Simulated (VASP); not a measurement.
Wanted: the native input for a VASP 6.6.1 run.

| Property | Result |
| --- | --- |
| Task | single point |
| Functional | LDA |
| Potentials or basis | VASP PAW LDA potentials, release 64 (Tc_pv, Ru_pv) |
| Cutoff | 520 eV |
| k mesh | 10 × 10 × 6 |
| Occupations | gaussian, width 0.1 eV |
| Spin | no spin polarisation |
| Dipole correction | no |
| Further INCAR settings | ALGO = Normal; EDIFF = 1e-06; NBANDS = 20 |

The structure of TcRu lies in POSCAR:

```
TcRu
1.0
    2.7248625300      0.0000000000      0.0000000000
   -1.3624312600      2.3598001700      0.0000000000
    0.0000000000      0.0000000000      4.3128941500
Tc Ru
1 1
Direct
    0.0000000000      0.0000000000      0.0000000000
    0.3333333333      0.6666666667      0.5000000000
```

One way to write it, as run:

INCAR

```
SYSTEM = TcRu
  ALGO = Normal
  EDIFF = 1E-6
  ENCUT = 520
  ISIF = 2
  ISMEAR = 0
  LASPH = .TRUE.
  LCHARG = .FALSE.
  LREAL = .FALSE.
  LWAVE = .FALSE.
  NBANDS = 20
  NELM = 60
  PREC = Accurate
  SIGMA = 0.1
```

KPOINTS

```
k-points
0
G
  10 10 6
  0 0 0
```

Potentials or basis: VASP PAW LDA potentials, release 64 (Tc_pv, Ru_pv).

Command:

```console
$ cat potpaw_LDA.64/Tc_pv/POTCAR potpaw_LDA.64/Ru_pv/POTCAR > POTCAR
$ mpirun -np 1 vasp_std > vasp.out
```

Results of the run:

- Pressure: -10.8 GPa

It took 9 s on 1 thread of Intel(R) Xeon(R) 6975P-C (Granite Rapids), with other jobs on the host, peak memory 0.14 GiB.
